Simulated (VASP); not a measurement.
# Lu3Si (P1) in VASP: a series of runs

Runs on Lu3Si. Level: r2SCAN. Tasks: single point.

Program: VASP 6.6.1. These are calculated values, not measurements. Logs are shortened: lines on timing, memory, paths and dates and some standing lists are left out, and cuts for length are marked.

## Step 1: The cell of the first run

The typed cell holds 4 atoms: a = 4.487 Å, b = 4.577 Å, c = 4.495 Å, α = 92.15°, β = 88.57°, γ = 90.78°.

## Step 2: Single point, r2SCAN

POSCAR

```
Lu3Si
1.0
    4.4864874986     -0.0302593989      0.0559065107
   -0.0302593989      4.5757582162     -0.0849679129
    0.0559065107     -0.0849679129      4.4937453617
Lu Si
3 1
Direct
    0.9987000000      0.4962900000      0.5075500000
    0.4982200000      0.0094400000      0.4774900000
    0.4987000000      0.5061700000      0.9845700000
    0.0142700000      0.9978500000      0.0080600000
```

INCAR.step1

```
ALGO = Normal
EDIFF = 1E-4
ENCUT = 520
GGA = PE
ISMEAR = 1
LASPH = True
LCHARG = False
LREAL = False
LWAVE = True
NBANDS = 48
NELM = 60
PREC = Accurate
SIGMA = 0.1
```

INCAR.step2

```
ALGO = Normal
EDIFF = 1E-6
ENCUT = 520
ISIF = 2
ISMEAR = 1
ISTART = 1
LASPH = True
LCHARG = False
LMIXTAU = True
LREAL = False
LWAVE = False
METAGGA = R2SCAN
NBANDS = 48
NELM = 60
PREC = Accurate
SIGMA = 0.1
```

KPOINTS

```
k-points
0
Gamma
  4 4 4
```

Potentials or basis: VASP PAW PBE potentials, release 64 (Lu, Si).

Started as:

```console
> cat potpaw_PBE.64/Lu/POTCAR potpaw_PBE.64/Si/POTCAR > POTCAR
> cp INCAR.step1 INCAR
> mpirun -np 1 vasp_std > vasp.out
> cp INCAR.step2 INCAR
> mpirun -np 1 vasp_std > vasp.out
```

OUTCAR:

```text
EDIFF = 1E-6
   ENCUT = 520
   ISIF = 2
   ISMEAR = 1
   ISTART = 1
   LASPH = True
   LREAL = False
   METAGGA = R2SCAN
   NELM = 60
   PREC = Accurate

 ion  position               nearest neighbor table
   1  0.999  0.496  0.508-   3 3.06   4 3.14   3 3.14   2 3.14   4 3.15   2 3.18   3 3.21   2 3.23
                             4 3.27   4 3.27   2 3.28   3 3.29
   2  0.498  0.009  0.477-   4 3.06   4 3.09   3 3.14   1 3.14   3 3.16   1 3.18   4 3.19   1 3.23
                             3 3.23   1 3.28   3 3.30   4 3.37
   3  0.499  0.506  0.985-   1 3.06   2 3.14   1 3.14   4 3.15   2 3.16   4 3.17   4 3.21   1 3.21
                             2 3.23   1 3.29   2 3.30   4 3.31
   4  0.014  0.998  0.008-   2 3.06   2 3.09   1 3.14   3 3.15   1 3.15   3 3.17   2 3.19   3 3.21
                             1 3.27   1 3.27   3 3.31   2 3.37

  LATTYP: Found a triclinic cell.
 ALAT       =     4.4948962680
 B/A-ratio  =     1.4000910800
 C/A-ratio  =     0.9982294540
 COS(alpha) =     0.0079913701
 COS(beta)  =     0.0250206541
 COS(gamma) =     0.6869372033

  Lattice vectors:

 A1 = (  -0.0559065107,   0.0849679129,  -4.4937453617)
 A2 = (  -0.0256471118,  -4.4907903033,  -4.4087774488)
 A3 = (  -4.4864874986,   0.0302593989,  -0.0559065107)

Analysis of symmetry for initial positions (statically):
=====================================================================
 Subroutine PRICEL returns:
 Original cell was already a primitive cell.

 Routine SETGRP: Setting up the symmetry group for a
 triclinic supercell.

 Subroutine GETGRP returns: Found  1 space group operations
 (whereof  1 operations were pure point group operations)
 out of a pool of  2 trial point group operations.

The static configuration has the point symmetry C_1 .

Analysis of symmetry for dynamics (positions and initial velocities):
=====================================================================
 Subroutine PRICEL returns:
 Original cell was already a primitive cell.

 Routine SETGRP: Setting up the symmetry group for a
 triclinic supercell.

 Subroutine GETGRP returns: Found  1 space group operations
 (whereof  1 operations were pure point group operations)
 out of a pool of  2 trial point group operations.

The dynamic configuration has the point symmetry C_1 .

 Subroutine INISYM returns: Found  1 space group operations
 (whereof  1 operations are pure point group operations),
 and found     1 'primitive' translations

----------------------------------------------------------------------------------------

                                     Primitive cell
[... 98 lines left out ...]
   NSW    =      0    number of steps for IOM
   IBRION =     -1    ionic relax: 0-MD 1-quasi-New 2-CG
   NFREE  =      0    steps in history (QN), initial steepest desc. (CG)
   ISIF   =      2    stress and relaxation
   ISYM   =      2    0-nonsym 1-usesym 2-fastsym
   POTIM  = 0.5000    time-step for ionic-motion
   TEBEG  =    0.0;   TEEND  =   0.0 temperature during run
   PSTRESS=    0.0 pullay stress
   NELECT =      79.0000    total number of electrons
   NUPDOWN=      -1.0000    fix difference up-down
   EMIN   =  10.00;   EMAX   =-10.00  energy-range for DOS
   EFERMI =   0.00;   METHOD = LEGACY
   ISMEAR =     1;   SIGMA  =   0.10  broadening in eV -4-tet -1-fermi 0-gaus
   EFERMI_NEDOS =   21; number of points for ismear=-14 and -15
   IALGO  =     38    algorithm
   IMIX   =      4    mixing-type and parameters
     AMIX     =   0.40;   BMIX     =  1.00
     AMIX_MAG =   1.60;   BMIX_MAG =  1.00
  volume/ion in A,a.u.               =      23.05       155.55
  Fermi-wavevector in a.u.,A,eV,Ry     =   1.554905  2.938344 32.895203  2.417729
  Thomas-Fermi vector in A             =   2.658923
   LORBIT       =      0    0 simple, 1 ext, 2 COOP (PROOUT), +10 PAW based schemes
   METAGGA = R2SCAN    functional components
   LHFCALC =     F    Hartree Fock is set to
   AEXX    =    0.0000 exact exchange contribution
   IVDW    =     0    specifies the selected vdW correction
   LEPSILON=     F    determine dielectric tensor
   LRPA    =     F    only Hartree local field effects (RPA)
 non-spin polarized calculation
 Methfessel and Paxton  Order N= 1 SIGMA  =   0.10
  energy-cutoff  :      520.00
  volume of cell :       92.20
 maximum number of plane-waves:      2498
 NGX is ok and might be reduce to    36
   NGX = 17   NGY = 17   NGZ = 17

 number of electron      78.9999987 magnetization

 Free energy of the ion-electron system (eV)
  ---------------------------------------------------
  ext. energy  EPLUGINS =         0.00000000
  ---------------------------------------------------
  free energy    TOTEN  =      -123.82664566 eV

  energy without entropy =     -123.82103518  energy(sigma->0) =     -123.82477550

 E-fermi :   4.0532     XC(G=0): -12.1527

 val. band max:        4.0526207795   @ k =   0.5000  -0.0000   0.5000
 cond. band min:       4.0588872912   @ k =  -0.2500  -0.0000   0.2500
 fundamental gap:      0.0062665117
 Fermi energy:         4.0531962752

 k-point     1 :       0.0000    0.0000    0.0000
  band No.  band energies     occupation
      1     -54.0310      2.00000
      2     -53.9448      2.00000
      3     -53.9250      2.00000
      4     -24.4753      2.00000
      5     -24.3915      2.00000
      6     -24.3506      2.00000
[... 1213 lines left out ...]
     47       8.2688      0.00000
     48       8.4498      0.00000

 [... further k-points ...]

------------------------ aborting loop because EDIFF is reached ----------------------------------------

  FORCE on cell =-STRESS in cart. coord.  units (eV):
  Direction    XX          YY          ZZ          XY          YZ          ZX
  --------------------------------------------------------------------------------------
  -------------------------------------------------------------------------------------
  Total        0.1554623     -0.5702444      0.1338824      0.2333694      0.9429154     -0.4568267
  in kB        2.7014414     -9.9090381      2.3264509      4.0552198     16.3848788     -7.9381995
  external PRESSURE =      -1.6270486 kB  Pullay stress =       0.0000000 kB

 VOLUME and BASIS-vectors are now :
 -----------------------------------------------------------------------------
  energy-cutoff  :      520.00
  volume of cell :       92.20
      direct lattice vectors                 reciprocal lattice vectors
     4.486487499 -0.030259399  0.055906511     0.222935341  0.001423265 -0.002746619
    -0.030259399  4.575758216 -0.084967913     0.001423265  0.218628861  0.004116136
     0.055906511 -0.084967913  4.493745362    -0.002746619  0.004116136  0.222643522

 POSITION                                       TOTAL-FORCE (eV/Angst)
 -----------------------------------------------------------------------------------
      4.49401      2.19756      2.29447         0.189700      0.193099     -0.361571
      2.26167     -0.01245      2.17277         0.044312     -0.358681      0.247322
      2.27714      2.21736      4.40928        -0.039034      0.026337      0.477533
      0.03428      4.56480     -0.04777        -0.194978      0.139245     -0.363283
 -----------------------------------------------------------------------------------
    total drift:                                0.034075     -0.023541     -0.018700

  FREE ENERGIE OF THE ION-ELECTRON SYSTEM (eV)
  ---------------------------------------------------
  free  energy   TOTEN  =      -123.8266456560 eV

  energy  without entropy=     -123.8210351821  energy(sigma->0) =     -123.82477550
```

OUTCAR.step1:

```text
EDIFF = 1E-4
   ENCUT = 520
   GGA = PE
   ISMEAR = 1
[... 1462 lines left out ...]
      4.49401      2.19756      2.29447         0.180726      0.202070     -0.374525
      2.26167     -0.01245      2.17277         0.034833     -0.335870      0.252290
      2.27714      2.21736      4.40928        -0.029828      0.012016      0.466020
      0.03428      4.56480     -0.04777        -0.185731      0.121784     -0.343784
 -----------------------------------------------------------------------------------
    total drift:                               -0.001440      0.003098     -0.000655

  FREE ENERGIE OF THE ION-ELECTRON SYSTEM (eV)
  ---------------------------------------------------
  free  energy   TOTEN  =       -19.8003089710 eV

  energy  without entropy=      -19.7947219051  energy(sigma->0) =      -19.79844662
```

It took 4.7 min on 1 thread of Intel Xeon 6975P-C (Granite Rapids), shared host; peak memory 0.3 GiB.

What came out:

| Item | Value |
| --- | --- |
| Free energy | -123.8266 eV |
| Pressure | -0.2 GPa |
| Largest force | 0.480 eV/Å |
| Band gap on the k mesh | zero (an odd number of electrons rules out a gap without spin polarisation) |

Forces on the atoms (eV/Å):
```
Lu   0.190  0.193 -0.362
Lu   0.044 -0.359  0.247
Lu  -0.039  0.026  0.478
Si  -0.195  0.139 -0.363
```

Levels at points of the mesh, in eV from the Fermi level:
| k point | band 38 | band 39 | band 40 | band 41 | band 42 | band 43 |
| --- | --- | --- | --- | --- | --- | --- |
| (0.00, 0.00, 0.00) | -1.15 | -1.04 | -0.85 | -0.77 | -0.71 | -0.59 |
| (0.50, 0.00, 0.00) | -2.08 | -0.11 | 0.02 | 1.06 | 1.20 | 1.35 |
| (0.00, 0.50, 0.00) | -2.08 | -0.12 | 0.05 | 1.17 | 1.22 | 1.40 |
| (0.50, 0.50, 0.00) | -2.08 | 0.12 | 0.33 | 0.41 | 1.44 | 1.50 |
| (0.00, 0.00, 0.50) | -2.09 | -0.05 | 0.01 | 1.05 | 1.21 | 1.39 |
| (0.50, 0.00, 0.50) | -2.00 | 0.00 | 0.22 | 0.35 | 1.36 | 1.42 |
| (0.00, 0.50, 0.50) | -2.10 | 0.05 | 0.32 | 0.42 | 1.46 | 1.49 |
| (0.50, 0.50, 0.50) | -2.33 | -2.27 | -2.16 | 0.76 | 1.94 | 2.09 |

Caveat: the PAW data sets were made with another functional, which shifts forces and pressure a little; spin-orbit coupling is left out, which moves the levels of the heavy elements.

## Step 3: Single point, r2SCAN

This run uses another cell than the first one, of 23.17 Å³/atom.

POSCAR

```
Lu3Si
1.0
    4.4939900000     -0.0303100000      0.0560000000
   -0.0303100000      4.5834100000     -0.0851100000
    0.0560000000     -0.0851100000      4.5012600000
Lu Si
3 1
Direct
    0.9987000000      0.4962900000      0.5075500000
    0.4982200000      0.0094400000      0.4774900000
    0.4987000000      0.5061700000      0.9845700000
    0.0142700000      0.9978500000      0.0080600000
```

INCAR.step1

```
  ALGO = Normal
  EDIFF = 1E-4
  ENCUT = 520
  GGA = PE
  ISMEAR = 1
  LASPH = T
  LCHARG = F
  LREAL = F
  LWAVE = T
  NBANDS = 48
  NELM = 60
  PREC = Accurate
  SIGMA = 0.1
```

INCAR.step2

```
  ALGO = Normal
  EDIFF = 1E-6
  ENCUT = 520
  ISIF = 2
  ISMEAR = 1
  ISTART = 1
  LASPH = T
  LCHARG = T
  LELF = T
  LMIXTAU = T
  LREAL = F
  LVHAR = T
  LWAVE = F
  METAGGA = R2SCAN
  NBANDS = 48
  NELM = 60
  PREC = Accurate
  SIGMA = 0.1
```

KPOINTS is that of step 2.

Potentials or basis: VASP PAW PBE potentials, release 64 (Lu, Si).

Started as:

```console
> cat potpaw_PBE.64/Lu/POTCAR potpaw_PBE.64/Si/POTCAR > POTCAR
> cp INCAR.step1 INCAR
> mpirun -np 1 vasp_std > vasp.out
> cp INCAR.step2 INCAR
> mpirun -np 1 vasp_std > vasp.out
```

It took 4.7 min on 1 thread of Intel Xeon 6975P-C (Granite Rapids), shared host; peak memory 0.3 GiB.

The run converged. Its results:

| Quantity | Value |
| --- | --- |
| Free energy | -123.8263 eV |
| Pressure | -0.5 GPa |
| Largest force | 0.472 eV/Å |
| Band gap on the k mesh | zero (an odd number of electrons rules out a gap without spin polarisation) |

Forces in eV/Å, atoms in the order of the input:
```
Lu   0.188  0.186 -0.356
Lu   0.043 -0.354  0.246
Lu  -0.041  0.028  0.469
Si  -0.190  0.139 -0.358
```

Stress tensor (GPa, compression positive):
```
-0.09  0.40 -0.77
 0.40 -1.31  1.60
-0.77  1.60 -0.10
```

Levels at points of the mesh, in eV from the Fermi level:
```csv
k point,band 37,band 38,band 39,band 40,band 41,band 42,band 43,band 44
"(0.00, 0.00, 0.00)",-1.78,-1.14,-1.04,-0.84,-0.77,-0.72,-0.59,2.57
"(0.50, 0.00, 0.00)",-2.22,-2.07,-0.11,0.02,1.05,1.18,1.33,1.89
"(0.00, 0.50, 0.00)",-2.12,-2.08,-0.12,0.05,1.16,1.21,1.38,1.86
"(0.50, 0.50, 0.00)",-2.46,-2.10,0.12,0.33,0.41,1.43,1.49,1.89
"(0.00, 0.00, 0.50)",-2.19,-2.09,-0.04,0.01,1.03,1.19,1.37,1.93
"(0.50, 0.00, 0.50)",-2.59,-2.02,0.00,0.22,0.35,1.35,1.41,2.00
"(0.00, 0.50, 0.50)",-2.46,-2.11,0.05,0.32,0.42,1.45,1.49,1.90
"(0.50, 0.50, 0.50)",-2.49,-2.33,-2.27,-2.17,0.73,1.93,2.08,2.47
```

Caveat: the PAW data sets were made with another functional, which shifts forces and pressure a little; spin-orbit coupling is left out, which moves the levels of the heavy elements.

## Step 4: Single point, r2SCAN

This run uses another cell than the first one, of 23.17 Å³/atom.

Edit POSCAR of step 3 so:

```diff
@@ -9,3 +9,3 @@
     0.9987000000      0.4962900000      0.5075500000
-    0.4982200000      0.0094400000      0.4774900000
+    0.4982271044      0.0105313194      0.4775105463
     0.4987000000      0.5061700000      0.9845700000
```

INCAR.step1

```
SYSTEM = Lu3Si
ALGO     = Normal         ! electronic algorithm
EDIFF    = 1E-4           ! SCF threshold, eV
ENCUT    = 520            ! plane-wave cutoff, eV
GGA      = PE             ! functional
ISMEAR   = 1              ! smearing method
LASPH    = .TRUE.         ! aspherical terms in the spheres
LCHARG   = .FALSE.        ! write CHGCAR
LREAL    = .FALSE.        ! projectors in reciprocal space
LWAVE    = .TRUE.         ! write WAVECAR
NBANDS   = 48             ! bands
NELM     = 100            ! most SCF steps
PREC     = Accurate       ! precision mode
SIGMA    = 0.1            ! smearing width, eV
```

INCAR.step2

```
SYSTEM = Lu3Si
ALGO     = Normal         ! electronic algorithm
EDIFF    = 1E-6           ! SCF threshold, eV
ENCUT    = 520            ! plane-wave cutoff, eV
ISIF     = 2              ! what is computed and relaxed
ISMEAR   = 1              ! smearing method
ISTART   = 1            
LASPH    = .TRUE.         ! aspherical terms in the spheres
LCHARG   = .TRUE.         ! write CHGCAR
LELF     = .TRUE.         ! ELF
LMIXTAU  = .TRUE.       
LREAL    = .FALSE.        ! projectors in reciprocal space
LVHAR    = .TRUE.       
LWAVE    = .FALSE.        ! write WAVECAR
METAGGA  = R2SCAN         ! meta-GGA
NBANDS   = 48             ! bands
NELM     = 100            ! most SCF steps
PREC     = Accurate       ! precision mode
SIGMA    = 0.1            ! smearing width, eV
```

KPOINTS

```
k-points
0
G
  4 4 4
  0 0 0
```

Started as:

```console
> cat potpaw_PBE.64/Lu/POTCAR potpaw_PBE.64/Si/POTCAR > POTCAR
> cp INCAR.step1 INCAR
> mpirun -np 1 vasp_std > vasp.out
> cp INCAR.step2 INCAR
> mpirun -np 1 vasp_std > vasp.out
```

Run time: 4.1 min. Hardware: 1 thread of Intel Xeon 6975P-C (Granite Rapids), shared host; peak memory 0.29 GiB.

It converged, with:

* Free energy: -123.8244 eV
* Pressure: -0.6 GPa
* Largest force: 0.478 eV/Å
* Band gap on the k mesh: zero (an odd number of electrons rules out a gap without spin polarisation)

Forces in eV/Å, atoms in the order of the input:
```
Lu   0.189  0.204 -0.357
Lu   0.042 -0.401  0.241
Lu  -0.041  0.047  0.474
Si  -0.190  0.150 -0.358
```

Stress tensor (GPa, compression positive):
```
-0.15  0.39 -0.77
 0.39 -1.38  1.60
-0.77  1.60 -0.16
```

Levels at points of the mesh, in eV from the Fermi level:
```tsv
k point	band 38	band 39	band 40	band 41	band 42	band 43
(0.00, 0.00, 0.00)	-1.14	-1.04	-0.84	-0.77	-0.71	-0.59
(0.50, 0.00, 0.00)	-2.07	-0.11	0.02	1.04	1.18	1.33
(0.00, 0.50, 0.00)	-2.08	-0.12	0.05	1.16	1.21	1.38
(0.50, 0.50, 0.00)	-2.10	0.12	0.33	0.41	1.43	1.49
(0.00, 0.00, 0.50)	-2.09	-0.04	0.01	1.03	1.19	1.37
(0.50, 0.00, 0.50)	-2.02	-0.01	0.22	0.35	1.36	1.41
(0.00, 0.50, 0.50)	-2.11	0.04	0.32	0.42	1.45	1.49
(0.50, 0.50, 0.50)	-2.33	-2.27	-2.17	0.74	1.93	2.08
```

Caveat: the PAW data sets were made with another functional, which shifts forces and pressure a little; spin-orbit coupling is left out, which moves the levels of the heavy elements.

## Step 5: The runs side by side

| cell | gap on the mesh (eV) | pressure (GPa) | largest force (eV/Å) |
| --- | --- | --- | --- |
| a = 4.487, b = 4.577, c = 4.495 Å, angles 92.2, 88.6, 90.8°, 4 atoms, atomic positions A | none | -0.2 | 0.48 |
| a = 4.494, b = 4.584, c = 4.502 Å, angles 92.2, 88.6, 90.8°, 4 atoms, atomic positions A | none | -0.5 | 0.47 |
| a = 4.494, b = 4.584, c = 4.502 Å, angles 92.2, 88.6, 90.8°, 4 atoms, atomic positions B | none | -0.6 | 0.48 |

Alike in all rows: task single point; level r2SCAN; potentials or basis VASP PAW PBE potentials, release 64 (Lu, Si); no spin polarisation; k mesh 4 × 4 × 4; cutoff (eV) 520; smearing methfessel-paxton 0.1 eV.

Caveats: the PAW data sets were made with another functional, which shifts forces and pressure a little; spin-orbit coupling is left out, which moves the levels of the heavy elements.

Absolute energies hang on the potentials; compare differences alone.
